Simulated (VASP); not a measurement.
A run of VASP 6.6.1:

INCAR

```
  PREC = Accurate
  ENCUT = 520
  EDIFF = 1E-6
  ISMEAR = 0
  SIGMA = 0.1
  LREAL = F
  LASPH = T
  NELM = 80
  ALGO = Normal
  ISIF = 2
  LWAVE = F
  LCHARG = F
  GGA = PE
  NBANDS = 23
```

KPOINTS

```
Automatic mesh
0
Gamma
  6 6 6
```

File POSCAR:

```
B3C
1.0
    3.7165533194      0.0000000000      0.0000000000
    0.0000000000      3.7165533194      0.0000000000
    0.0000000000      0.0000000000      3.7165533194
B C
6 2
Direct
    0.2500000000      0.5000000000      0.0000000000
    0.7500000000      0.5000000000      0.0000000000
    0.0000000000      0.2500000000      0.5000000000
    0.0000000000      0.7500000000      0.5000000000
    0.5000000000      0.0000000000      0.2500000000
    0.5000000000      0.0000000000      0.7500000000
    0.0000000000      0.0000000000      0.0000000000
    0.5000000000      0.5000000000      0.5000000000
```

Potentials or basis: VASP PAW PBE potentials, release 64 (B, C).

Launch:

```bash
$ cat potpaw_PBE.64/B/POTCAR potpaw_PBE.64/C/POTCAR > POTCAR
$ mpirun -np 1 vasp_std > vasp.out
```

Hardware: 1 thread of Intel(R) Xeon(R) Platinum 8559C (Emerald Rapids) (shared host).

Q: Estimate the wall time of this run.

A: Run time: 9.7 s on 1 thread of Intel(R) Xeon(R) Platinum 8559C (Emerald Rapids), on a shared host, peak memory 0.15 GiB. Counts: scf iterations 12, k points 20.
